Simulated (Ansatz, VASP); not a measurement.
Li3P2 in VASP and in Ansatz

The input INCAR:

```
SYSTEM = Li3P2
ALGO = Normal
EDIFF = 1E-6
EDIFFG = -0.04
ENCUT = 600
GGA = PE
IBRION = 2
ISIF = 3
ISMEAR = 0
LASPH = .True.
LCHARG = .False.
LREAL = .False.
LWAVE = .False.
NELM = 100
NSW = 90
PREC = Accurate
SIGMA = 0.1
```

KPOINTS

```
k-points
0
Gamma
  6 6 4
  0 0 0
```

The input POSCAR:

```
Li3P2
1.0
    3.7179185927      0.0000000000      0.0000000000
   -1.8589592963      3.2198119505      0.0000000000
    0.0000000000      0.0000000000      5.7844774043
Li P
3 2
Direct
    0.0000000000      0.0000000000      0.0000000000
    0.3333333333      0.6666666667      0.6450000000
    0.6666666667      0.3333333333      0.3550000000
    0.3333333333      0.6666666667      0.2450000000
    0.6666666667      0.3333333333      0.7550000000
```

Input for Ansatz:

```yaml
crystal:
  lattice:
    - [3.7179185927, 0.0, 0.0]
    - [-1.8589592963, 3.2198119505, 0.0]
    - [0.0, 0.0, 5.7844774043]
  atoms:
    - { symbol: Li, position: [0.0, 0.0, 0.0] }
    - { symbol: Li, position: [0.3333333333, 0.6666666667, 0.645] }
    - { symbol: Li, position: [0.6666666667, 0.3333333333, 0.355] }
    - { symbol: P, position: [0.3333333333, 0.6666666667, 0.245] }
    - { symbol: P, position: [0.6666666667, 0.3333333333, 0.755] }
basis:
  ecutwfc: 420
kpoints:
  mp_grid: { grid: [6, 6, 4] }
hamiltonian:
  xc: pbe
scf:
  occupations: { method: gaussian, width: 0.1 }
  lower_state_search: "off"
output:
  forces: true
  stress: true
  eigenvalues: true
relax:
  adjacent_minimum: "off"
  f_tol: 0.04
  max_steps: 70
  cell: { stress_tol: 0.4 }
```

Alike in both runs: task relaxation of cell and atoms; functional PBE; k mesh 6 × 6 × 4; occupations gaussian, width 0.1 eV; no spin polarisation.

|  | VASP | Ansatz |
| --- | --- | --- |
| version | VASP 6.6.1 | Ansatz 0.2.0 |
| potentials or method | VASP PAW PBE potentials, release 64 (Li_sv, P), cutoff 600 eV | scalar-relativistic, plane waves, PAW |
| valence electrons in the cell | 19 | 19 |

Ansatz gave:

```
gap on the k mesh at the Fermi level, each at its own relaxed structure (eV)  : none
relaxed volume (Å³/atom)                                                      : 15.71
relaxed length of the cell vector where the two differ most in proportion (Å) : 5.137
```

Q: Estimate VASP's values.

A: gap on the k mesh at the Fermi level, each at its own relaxed structure (eV): none; relaxed volume (Å³/atom): 15.72; relaxed length of the cell vector where the two differ most in proportion (Å): 5.122.

A gap of «none» marks a metal or a gap that the smearing closes.

Noted on VASP's run: the cutoff is under 1.25 times that of the potentials, so the pressure is a little rough.
